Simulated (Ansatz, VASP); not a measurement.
# Cu: VASP beside Ansatz

```
Cu
1.0
     0.00000    1.75504    1.75504
     1.75504    0.00000    1.75504
     1.75504    1.75504    0.00000
Cu
1
Direct
  0.00000 0.00000 0.00000
```

Alike in both runs: functional PBEsol; dispersion D3(BJ); k mesh 20 × 20 × 20; occupations gaussian, width 0.1 eV; no spin polarisation.

Ansatz relaxed the structure, and its values are those at the end. VASP's run is a single point on that final structure, the one shown.

|  | VASP | Ansatz |
| --- | --- | --- |
| version | VASP 6.6.1 | Ansatz 0.2.0 |
| potentials or method | VASP PAW PBE potentials, release 64 (Cu), cutoff 600 eV | scalar-relativistic, plane waves, PAW |
| valence electrons in the cell | 11 | 19 |

Ansatz gave:

| Property | Result |
| --- | --- |
| gap on the k mesh at the Fermi level (eV) | none |
| pressure (GPa) | 0.0 |

What did VASP give for the same quantities?

gap on the k mesh at the Fermi level (eV): none; pressure (GPa): 0.8.

VASP's potentials were made for PBE, not for PBEsol. A gap of «none» marks a metal or a gap that the smearing closes. VASP's potentials hold 11 valence electrons a cell and Ansatz's 19, so a difference there can come from the potentials and not from the codes.
